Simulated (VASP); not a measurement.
# Re (Fm-3m) in VASP: further runs, part 2 of 2

VASP 6.6.1.

**3. Single point, HSE06**

This run uses another cell than the first one, of 14.76 Å³/atom.

Input file POSCAR:

```
Re
1.0
    0.0000000000      1.9468452412      1.9468452412
    1.9468452412      0.0000000000      1.9468452412
    1.9468452412      1.9468452412      0.0000000000
Re
1
Direct
    0.0000000000      0.0000000000      0.0000000000
```

Input file INCAR.step1:

```
SYSTEM = Re
  PREC = Accurate
  ENCUT = 520
  EDIFF = 1E-5
  ISMEAR = -1
  SIGMA = 0.1
  LREAL = .False.
  LASPH = .True.
  NELM = 120
  ALGO = Normal
  ISIF = 2
  LWAVE = .True.
  LCHARG = .False.
  NBANDS = 10
  GGA = PE
  GGA_COMPAT = .False.
```

Input file INCAR.step2:

```
SYSTEM = Re
  PREC = Accurate
  ENCUT = 520
  EDIFF = 1E-6
  ISMEAR = -1
  SIGMA = 0.1
  LREAL = .False.
  LASPH = .True.
  NELM = 120
  ALGO = Normal
  ISIF = 2
  LWAVE = .False.
  LCHARG = .False.
  GGA = PE
  LHFCALC = .True.
  HFSCREEN = 0.2079
  PRECFOCK = Normal
  NBANDS = 10
  ISTART = 1
  GGA_COMPAT = .False.
```

Input file KPOINTS:

```
regular mesh
0
Gamma
  6 6 6
  0 0 0
```

Potentials or basis: VASP PAW PBE potentials, release 64 (Re).

Run with:

```
cat potpaw_PBE.64/Re/POTCAR > POTCAR
cp INCAR.step1 INCAR
mpirun -np 1 vasp_std > vasp.out
cp INCAR.step2 INCAR
mpirun -np 1 vasp_std > vasp.out
```

OUTCAR:

```text
SYSTEM = Re
   PREC = Accurate
   ENCUT = 520
   EDIFF = 1E-6
   ISMEAR = -1
   LREAL = .False.
   LASPH = .True.
   NELM = 120
   ISIF = 2
   GGA = PE
   LHFCALC = .True.
   HFSCREEN = 0.2079
   PRECFOCK = Normal
   ISTART = 1

 ion  position               nearest neighbor table
   1  0.000  0.000  0.000-

  LATTYP: Found a face centered cubic cell.
 ALAT       =     3.8936904824

  Lattice vectors:

 A1 = (   0.0000000000,   1.9468452412,   1.9468452412)
 A2 = (   1.9468452412,   0.0000000000,   1.9468452412)
 A3 = (   1.9468452412,   1.9468452412,   0.0000000000)

Analysis of symmetry for initial positions (statically):
=====================================================================
 Subroutine PRICEL returns:
 Original cell was already a primitive cell.

 Routine SETGRP: Setting up the symmetry group for a
 face centered cubic supercell.

 Subroutine GETGRP returns: Found 48 space group operations
 (whereof 48 operations were pure point group operations)
 out of a pool of 48 trial point group operations.

The static configuration has the point symmetry O_h .

Analysis of symmetry for dynamics (positions and initial velocities):
=====================================================================
 Subroutine PRICEL returns:
 Original cell was already a primitive cell.

 Routine SETGRP: Setting up the symmetry group for a
 face centered cubic supercell.

 Subroutine GETGRP returns: Found 48 space group operations
 (whereof 48 operations were pure point group operations)
 out of a pool of 48 trial point group operations.

The dynamic configuration has the point symmetry O_h .

 Subroutine INISYM returns: Found 48 space group operations
 (whereof 48 operations are pure point group operations),
 and found     1 'primitive' translations

[... 110 lines left out ...]
   PRECFOCK=normal    Normal, Fast or Accurate (Low or Medium for compatibility)
   ENCUT4O =  -1.0   cutoff for four orbital integrals eV
   NKREDX  =     1    reduce k-point grid by
   NKREDY  =     1    reduce k-point grid by
   NKREDZ  =     1    reduce k-point grid by
   AEXX    =    0.2500 exact exchange contribution
   HFSCREEN=    0.2079 screening length (either q_TF or 0.3 A-1)
   HFSCREENC=   0.2079 screening length for correlation (either q_TF or 0.3 A-1)
   ENCUTFOCK=  -1.0 apply spherical cutoff to Coloumb kernel
   IVDW    =     0    specifies the selected vdW correction
   LEPSILON=     F    determine dielectric tensor
   LRPA    =     F    only Hartree local field effects (RPA)
 non-spin polarized calculation
  energy-cutoff  :      520.00
  volume of cell :       14.76
 maximum number of plane-waves:       411
  NGX = 16; NGY = 16; NGZ = 16

 number of electron       7.0000001 magnetization

 Free energy of the ion-electron system (eV)
  ---------------------------------------------------
  ext. energy  EPLUGINS =         0.00000000
  ---------------------------------------------------
  free energy    TOTEN  =       -14.46770373 eV

  energy without entropy =      -14.45498364  energy(sigma->0) =      -14.46134368

 E-fermi :   7.6574     XC(G=0): -11.1585

 val. band max:        7.2594202325   @ k =   0.3333   0.1667   0.0000
 cond. band min:       7.7111568954   @ k =   0.1667   0.1667   0.0000
 fundamental gap:      0.4517366629
 Fermi energy:         7.6574377373

 k-point     1 :       0.0000    0.0000    0.0000
  band No.  band energies     occupation
      1      -3.4998      2.00000
      2       5.4314      2.00000
      3       5.4314      2.00000
      4       5.4314      2.00000
      5       9.6191      0.00000
      6       9.6191      0.00000
      7      22.8213      0.00000
      8      28.6897      0.00000
      9      28.6897      0.00000
     10      28.6897      0.00000
[... 183 lines left out ...]
 k-point    16 :      -0.3333    0.5000    0.1667
  band No.  band energies     occupation
      1       1.5394      2.00000
      2       2.3323      2.00000
      3       6.1779      2.00000
      4       9.5345      0.00000
      5      12.9726      0.00000
      6      17.4536      0.00000
      7      19.2933      0.00000
      8      20.6061      0.00000
      9      24.2986      0.00000
     10      35.5666      0.00000

------------------------ aborting loop because EDIFF is reached ----------------------------------------

  FORCE on cell =-STRESS in cart. coord.  units (eV):
  Direction    XX          YY          ZZ          XY          YZ          ZX
  --------------------------------------------------------------------------------------
  -------------------------------------------------------------------------------------
  Total       -0.8014066     -0.8014066     -0.8014066      0.0000000     -0.0000000     -0.0000000
  in kB      -87.0039956    -87.0039956    -87.0039956      0.0000000     -0.0000000     -0.0000000
  external PRESSURE =     -87.0039956 kB  Pullay stress =       0.0000000 kB

 VOLUME and BASIS-vectors are now :
 -----------------------------------------------------------------------------
  energy-cutoff  :      520.00
  volume of cell :       14.76
      direct lattice vectors                 reciprocal lattice vectors
     0.000000000  1.946845241  1.946845241    -0.256825756  0.256825756  0.256825756
     1.946845241  0.000000000  1.946845241     0.256825756 -0.256825756  0.256825756
     1.946845241  1.946845241  0.000000000     0.256825756  0.256825756 -0.256825756

 POSITION                                       TOTAL-FORCE (eV/Angst)
 -----------------------------------------------------------------------------------
      0.00000      0.00000      0.00000        -0.000000     -0.000000     -0.000000
 -----------------------------------------------------------------------------------
    total drift:                                0.000001      0.000000      0.000000

  FREE ENERGIE OF THE ION-ELECTRON SYSTEM (eV)
  ---------------------------------------------------
  free  energy   TOTEN  =       -14.4677037311 eV

  energy  without entropy=      -14.4549836350  energy(sigma->0) =      -14.46134368
```

OSZICAR.step1:

```text
N       E                     dE             d eps       ncg     rms          rms(c)
DAV:   1     0.545023208405E+01    0.54502E+01   -0.34105E+03   504   0.781E+02
DAV:   2    -0.128028077972E+02   -0.18253E+02   -0.17341E+02   502   0.169E+02
DAV:   3    -0.130966847967E+02   -0.29388E+00   -0.28335E+00   546   0.262E+01
DAV:   4    -0.130990883448E+02   -0.24035E-02   -0.23777E-02   494   0.129E+00
DAV:   5    -0.130990960435E+02   -0.76987E-05   -0.76987E-05   446   0.363E-02    0.300E+01
DAV:   6    -0.125816021217E+02    0.51749E+00   -0.39350E-01   502   0.171E+01    0.124E+01
DAV:   7    -0.124035943033E+02    0.17801E+00   -0.30492E-01   506   0.143E+01    0.719E-01
DAV:   8    -0.123976036487E+02    0.59907E-02   -0.29953E-03   468   0.441E-01    0.120E-01
DAV:   9    -0.123972736525E+02    0.33000E-03   -0.31534E-04   466   0.169E-01    0.199E-02
DAV:  10    -0.123972818653E+02   -0.82128E-05   -0.11722E-05   334   0.234E-02
   1 F= -.12397282E+02 E0= -.12383521E+02  d E =-.275208E-01
```

It took 4.3 min on 1 thread of Intel Xeon Platinum 8488C (Sapphire Rapids), shared host; peak memory 0.23 GiB.

Results:

| Property | Result |
| --- | --- |
| Free energy | -14.4677 eV |
| Pressure | -8.7 GPa |
| Band gap on the k mesh | zero (an odd number of electrons rules out a gap without spin polarisation) |

Caveat: the k points lie up to 0.47 Å⁻¹ apart, too coarse for converged energies and pressures of a metal; the PAW data sets were made with another functional, which shifts forces and pressure a little; spin-orbit coupling is left out, which moves the levels of the heavy elements.

**4. Single point, HSE06**

This run uses another cell than the first one, of 14.76 Å³/atom.

POSCAR is that of step 3.

Input file INCAR.step1:

```
ALGO = Normal
EDIFF = 1E-5
ENCUT = 520
GGA = PE
GGA_COMPAT = F
ISIF = 2
ISMEAR = -1
LASPH = T
LCHARG = F
LREAL = F
LWAVE = T
NBANDS = 10
NELM = 120
PREC = Accurate
SIGMA = 0.1
```

Input file INCAR.step2:

```
ALGO = Normal
EDIFF = 1E-6
ENCUT = 520
GGA = PE
GGA_COMPAT = F
HFSCREEN = 0.2079
ISIF = 2
ISMEAR = -1
ISTART = 1
LASPH = T
LCHARG = F
LHFCALC = T
LREAL = F
LWAVE = F
NBANDS = 10
NELM = 120
PREC = Accurate
PRECFOCK = Normal
SIGMA = 0.1
```

Input file KPOINTS:

```
k-points
0
Gamma
  6 6 6
```

Run with:

```
cat potpaw_PBE.64/Re/POTCAR > POTCAR
cp INCAR.step1 INCAR
mpirun -np 1 vasp_std > vasp.out
cp INCAR.step2 INCAR
mpirun -np 1 vasp_std > vasp.out
```

Wall time 4.5 min (1 thread of Intel Xeon Platinum 8488C (Sapphire Rapids), shared host); peak memory 0.23 GiB.

Results (log left out):

```yaml
Free_energy: -14.4677 eV
Pressure: -8.7 GPa
Band_gap_on_the_k_mesh: zero (an odd number of electrons rules out a gap without spin polarisation)
```

Levels at points of the mesh, in eV from the Fermi level:
```
           k point  band 1  band 2  band 3  band 4  band 5  band 6  band 7  band 8
(0.00, 0.00, 0.00)  -11.16   -2.23   -2.23   -2.23    1.96    1.96   15.16   21.03
(0.50, 0.00, 0.00)   -7.67   -2.29   -2.29    0.15    4.62    4.62   11.18   14.60
(0.50, 0.50, 0.00)   -7.48   -6.72    3.00    4.75    5.29    5.29   13.42   13.42
```

Caveat: the k points lie up to 0.47 Å⁻¹ apart, too coarse for converged energies and pressures of a metal; the PAW data sets were made with another functional, which shifts forces and pressure a little; spin-orbit coupling is left out, which moves the levels of the heavy elements.

**5. Single point, HSE06**

This run uses another cell than the first one, of 15.21 Å³/atom.

Input file POSCAR:

```
Re
1.0
    0.0000000000      1.9665116757      1.9665116757
    1.9665116757      0.0000000000      1.9665116757
    1.9665116757      1.9665116757      0.0000000000
Re
1
Direct
    0.0000000000      0.0000000000      0.0000000000
```

Input file INCAR.step1:

```
PREC = Accurate
ENCUT = 520
EDIFF = 1E-5
ISMEAR = -1
SIGMA = 0.1
LREAL = F
LASPH = T
NELM = 120
ALGO = Normal
ISIF = 2
LWAVE = T
LCHARG = F
GGA = PE
NBANDS = 10
GGA_COMPAT = F
```

Input file INCAR.step2:

```
PREC = Accurate
ENCUT = 520
EDIFF = 1E-6
ISMEAR = -1
SIGMA = 0.1
LREAL = F
LASPH = T
NELM = 120
ALGO = Normal
ISIF = 2
LWAVE = F
LCHARG = F
GGA = PE
LHFCALC = T
HFSCREEN = 0.2079
PRECFOCK = Normal
ISTART = 1
NBANDS = 10
GGA_COMPAT = F
```

Input file KPOINTS:

```
Automatic mesh
0
Gamma
  6 6 6
```

Run with:

```
cat potpaw_PBE.64/Re/POTCAR > POTCAR
cp INCAR.step1 INCAR
mpirun -np 1 vasp_std > vasp.out
cp INCAR.step2 INCAR
mpirun -np 1 vasp_std > vasp.out
```

Wall time 3.5 min (1 thread of Intel Xeon Platinum 8488C (Sapphire Rapids), shared host); peak memory 0.24 GiB.

Results (log left out):

```yaml
Free_energy: -14.4279 eV
Pressure: -19.5 GPa
Band_gap_on_the_k_mesh: zero (an odd number of electrons rules out a gap without spin polarisation)
```

Levels at points of the mesh, in eV from the Fermi level:
| k point | band 1 | band 2 | band 3 | band 4 | band 5 | band 6 | band 7 |
| --- | --- | --- | --- | --- | --- | --- | --- |
| (0.00, 0.00, 0.00) | -10.93 | -2.15 | -2.15 | -2.15 | 1.89 | 1.89 | 15.11 |
| (0.50, 0.00, 0.00) | -7.44 | -2.19 | -2.19 | 0.08 | 4.41 | 4.41 | 10.70 |
| (0.50, 0.50, 0.00) | -7.20 | -6.47 | 2.85 | 4.54 | 5.05 | 5.05 | 13.15 |

Caveat: the k points lie up to 0.46 Å⁻¹ apart, too coarse for converged energies and pressures of a metal; the PAW data sets were made with another functional, which shifts forces and pressure a little; spin-orbit coupling is left out, which moves the levels of the heavy elements.

**6. Single point, HSE06**

This run uses another cell than the first one, of 15.21 Å³/atom.

POSCAR is that of step 5.

Input file INCAR.step1:

```
SYSTEM = Re
ALGO = Normal ; EDIFF = 1E-5
ENCUT = 520 ; GGA = PE
GGA_COMPAT = .FALSE. ; ISIF = 2
ISMEAR = -1 ; LASPH = .TRUE.
LCHARG = .FALSE. ; LREAL = .FALSE.
LWAVE = .TRUE. ; NBANDS = 10
NELM = 120 ; PREC = Accurate
SIGMA = 0.1
```

Input file INCAR.step2:

```
SYSTEM = Re
ALGO = Normal ; EDIFF = 1E-6
ENCUT = 520 ; GGA = PE
GGA_COMPAT = .FALSE. ; HFSCREEN = 0.2079
ISIF = 2 ; ISMEAR = -1
ISTART = 1 ; LASPH = .TRUE.
LCHARG = .FALSE. ; LHFCALC = .TRUE.
LREAL = .FALSE. ; LWAVE = .FALSE.
NBANDS = 10 ; NELM = 120
PREC = Accurate ; PRECFOCK = Normal
SIGMA = 0.1
```

Input file KPOINTS:

```
k-points
0
G
  6 6 6
  0 0 0
```

Potentials or basis: VASP PAW PBE potentials, release 64 (Re).

Run with:

```
cat potpaw_PBE.64/Re/POTCAR > POTCAR
cp INCAR.step1 INCAR
mpirun -np 1 vasp_std > vasp.out
cp INCAR.step2 INCAR
mpirun -np 1 vasp_std > vasp.out
```

Wall time 3 min (1 thread of Intel Xeon Platinum 8488C (Sapphire Rapids), shared host); peak memory 0.24 GiB.

It converged, with:

```yaml
Free_energy: -14.4279 eV
Pressure: -19.5 GPa
Band_gap_on_the_k_mesh: zero (an odd number of electrons rules out a gap without spin polarisation)
```

Levels at points of the mesh, in eV from the Fermi level:
```
           k point  band 1  band 2  band 3  band 4  band 5  band 6  band 7
(0.00, 0.00, 0.00)  -10.93   -2.15   -2.15   -2.15    1.89    1.89   15.11
(0.50, 0.00, 0.00)   -7.44   -2.19   -2.19    0.08    4.41    4.41   10.70
(0.50, 0.50, 0.00)   -7.20   -6.47    2.85    4.54    5.05    5.05   13.15
```

Caveat: the k points lie up to 0.46 Å⁻¹ apart, too coarse for converged energies and pressures of a metal; the PAW data sets were made with another functional, which shifts forces and pressure a little; spin-orbit coupling is left out, which moves the levels of the heavy elements.

**7. Overview**

| cell | gap on the mesh (eV) | pressure (GPa) |
| --- | --- | --- |
| a = 2.725 Å, angles 60.0°, 1 atom | none | 4.0 |
| a = 2.753 Å, angles 60.0°, 1 atom | none | -8.7 |
| a = 2.781 Å, angles 60.0°, 1 atom | none | -19.5 |

Alike in all rows: task single point; level HSE06; potentials or basis VASP PAW PBE potentials, release 64 (Re); no spin polarisation; k mesh 6 × 6 × 6; cutoff (eV) 520; smearing fermi-dirac 0.1 eV.

Caveats: all runs use coarse meshes; the PAW data sets were made with another functional, which shifts forces and pressure a little; spin-orbit coupling is left out, which moves the levels of the heavy elements.

Absolute energies hang on the potentials; compare differences alone.
